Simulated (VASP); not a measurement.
K2IF, 4 atoms in the cell. The structure is trigonal, space group R-3m (No. 166). The conventional cell has a = 4.380 Å, b = 4.380 Å, c = 22.135 Å, α = 90.00°, β = 90.00°, γ = 120.00°. F (site symmetry -3m) has 6 K at 2.87 Å within 3.8 Å. I (site symmetry -3m) has 6 K at 3.45 Å and 6 I at 4.38 Å and 6 F at 4.47 Å within 4.5 Å. K (site symmetry 3m) has 3 F at 2.87 Å and 3 I at 3.45 Å and 3 K at 3.69 Å within 3.8 Å. 

```yaml
Program: VASP 6.6.1
Task: single point
Functional: r2SCAN
Potentials_or_basis: VASP PAW PBE potentials, release 64 (F, I, K_sv)
Cutoff: 520 eV
k_mesh: 6 × 6 × 6
Occupations: gaussian, width 0.01 eV
Spin: no spin polarisation
Dipole_correction: no
Further_INCAR_settings: ALGO = Normal; EDIFF = 1e-06; NBANDS = 24
```

Potentials or basis: VASP PAW PBE potentials, release 64 (F, I, K_sv).

Run with:

```sh
$ cat potpaw_PBE.64/F/POTCAR potpaw_PBE.64/I/POTCAR potpaw_PBE.64/K_sv/POTCAR > POTCAR
$ cp INCAR.step1 INCAR
$ mpirun -np 1 vasp_std > vasp.out
$ cp INCAR.step2 INCAR
$ mpirun -np 1 vasp_std > vasp.out
```

Hardware: 1 thread of Intel(R) Xeon(R) 6975P-C (Granite Rapids) (shared host).

Task: How long does it take, and how much memory?

Result: It took 11 min on 1 thread of Intel(R) Xeon(R) 6975P-C (Granite Rapids) (shared host), peak memory 0.59 GiB. Counts: k points 32.
